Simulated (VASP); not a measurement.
Input of a VASP 6.6.1 run:

INCAR

```
SYSTEM = Ga4SbAs3
PREC = Accurate
ENCUT = 520
EDIFF = 1E-6
ISMEAR = 0
SIGMA = 0.1
LREAL = .FALSE.
LASPH = .TRUE.
NELM = 100
ALGO = Normal
ISIF = 2
LWAVE = .FALSE.
LCHARG = .FALSE.
GGA = PS
NBANDS = 46
```

The input KPOINTS:

```
Automatic mesh
0
G
  6 6 6
  0 0 0
```

Contents of POSCAR:

```
Ga4SbAs3
1.0
    5.7765803500      0.0000000000      0.0000000000
    0.0000000000     -5.7765803500      0.0000000000
    0.0000000000      0.0000000000     -5.7765803500
Ga Sb As
4 1 3
Direct
   -0.0083982379      0.5083982379      0.5083982379
    0.5083982379     -0.0083982379      0.5083982379
    0.5083982379      0.5083982379     -0.0083982379
   -0.0083982379     -0.0083982379     -0.0083982379
    0.2500000000      0.2500000000      0.2500000000
    0.7500000000      0.7500000000      0.2500000000
    0.7500000000      0.2500000000      0.7500000000
    0.2500000000      0.7500000000      0.7500000000
```

Potentials or basis: VASP PAW PBE potentials, release 64 (Ga_d, Sb, As).

Command:

```bash
$ cat potpaw_PBE.64/Ga_d/POTCAR potpaw_PBE.64/Sb/POTCAR potpaw_PBE.64/As/POTCAR > POTCAR
$ mpirun -np 1 vasp_std > vasp.out
```

Task: Predict the pressure.

Result: 0.1 GPa.

Task: Predict the band gap on the k mesh.

Result: Zero (filled and empty bands touch).

Caveat: semilocal functionals underestimate gaps, so a narrow gap can read as zero; the PAW data sets were made with another functional, which shifts forces and pressure a little; spin-orbit coupling is left out, which moves the levels of the heavy elements.
